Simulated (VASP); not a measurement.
# NaBe5H: relaxation of cell and atoms with PBE

Crystal: NaBe5H.

```
Na Be H
1.0
    -2.04732    3.56666   -0.14573
     4.11490   -0.00674    0.06623
    -1.89446   -1.38039   -6.11334
Na Be H
1 5 1
Cartesian
  -0.5726 2.0260 -0.3872
  -0.4815 -0.4754 -4.2314
  -1.5200 1.3342 -3.6015
  1.5642 -0.4547 -3.4949
  0.5373 1.3246 -3.5658
  -0.5255 -0.4103 -2.3056
  1.5175 3.1942 -0.9921
```

```yaml
Program: VASP 6.6.1
Task: relaxation of cell and atoms
Functional: PBE
Potentials_or_basis: VASP PAW PBE potentials, release 64 (Na_pv, Be, H)
Cutoff: 600 eV
k_mesh: 6 × 6 × 4
Occupations: gaussian, width 0.1 eV
Spin: no spin polarisation
Dipole_correction: no
Further_INCAR_settings: ALGO = Normal; EDIFF = 1e-06; IBRION = 2; EDIFFG = -0.04; NSW = 90; ISIF = 3
```

- Relaxed volume: 12.88 Å³/atom
- Relaxed cell: a = 4.119 Å, b = 4.115 Å, c = 6.575 Å, α = 107.80°, β = 90.21°, γ = 120.05°
- Space group after relaxing (to 0.1 Å): R3m (No. 160)
- Energy gained by relaxing: 0.2 meV/atom
- Ionic steps: 4
- Pressure after relaxing: 0.0 GPa
- Largest force after relaxing: 0.028 eV/Å
- Band gap on the k mesh: zero (bands 9 and 10 overlap by 0.52 eV)

Forces in eV/Å, atoms in the order of the input:
```
Na   0.004  0.001 -0.021
Be   0.002  0.004  0.028
Be  -0.004  0.013  0.003
Be   0.002  0.010  0.004
Be  -0.003 -0.025  0.003
Be   0.005 -0.001 -0.001
H   -0.005 -0.002 -0.015
```

Stress tensor (GPa, compression positive):
```
 0.01 -0.01  0.07
-0.01  0.02  0.00
 0.07  0.00 -0.02
```

Step by step:
| step | energy change (eV) | largest force (eV/Å) | pressure (GPa) | volume (Å³) |
| --- | --- | --- | --- | --- |
| 1 | 0.0000 | 0.0546 | 0.11 | 89.83 |
| 2 | -0.0006 | 0.0424 | 0.06 | 89.94 |
| 3 | -0.0009 | 0.0544 | -0.01 | 90.10 |
| 4 | -0.0013 | 0.0283 | 0.00 | 90.18 |

Final structure:
```
Na Be H
1.0
    -2.05068    3.56936   -0.14962
     4.11398   -0.01091    0.07379
    -1.90343   -1.37924   -6.14076
Na Be H
1 5 1
Cartesian
  -0.5744 2.0270 -0.3990
  -0.4884 -0.4752 -4.2412
  -1.5262 1.3319 -3.6181
  1.5548 -0.4582 -3.5064
  0.5302 1.3298 -3.5804
  -0.5277 -0.4105 -2.3120
  1.5113 3.1928 -0.9927
```

Levels at points of the mesh, in eV from the Fermi level:
| k point | band 6 | band 7 | band 8 | band 9 | band 10 | band 11 | band 12 | band 13 |
| --- | --- | --- | --- | --- | --- | --- | --- | --- |
| (0.00, 0.00, 0.00) | -3.22 | -1.76 | -1.75 | -1.34 | 2.56 | 3.65 | 4.68 | 4.68 |
| (0.50, 0.00, 0.00) | -4.11 | -1.95 | -1.85 | -1.24 | -0.49 | 2.77 | 2.80 | 3.96 |
| (0.00, 0.50, 0.00) | -4.28 | -1.99 | -1.90 | -1.45 | -0.23 | 3.12 | 3.39 | 4.99 |
| (0.50, 0.50, 0.00) | -4.11 | -1.95 | -1.84 | -1.23 | -0.50 | 2.77 | 2.78 | 3.95 |
| (0.00, 0.00, 0.50) | -1.91 | -1.78 | -1.76 | -1.33 | 1.89 | 3.38 | 4.80 | 4.82 |
| (0.50, 0.00, 0.50) | -4.28 | -1.98 | -1.89 | -1.46 | -0.22 | 3.14 | 3.41 | 5.01 |
| (0.00, 0.50, 0.50) | -4.12 | -1.96 | -1.86 | -1.24 | -0.48 | 2.75 | 2.81 | 3.97 |
| (0.50, 0.50, 0.50) | -4.29 | -1.98 | -1.88 | -1.47 | -0.21 | 3.14 | 3.44 | 5.01 |

Run time: 4.6 min on 1 thread of Intel(R) Xeon(R) Platinum 8375C CPU @ 2.90GHz (Ice Lake), with other jobs on the host, peak memory 0.31 GiB.
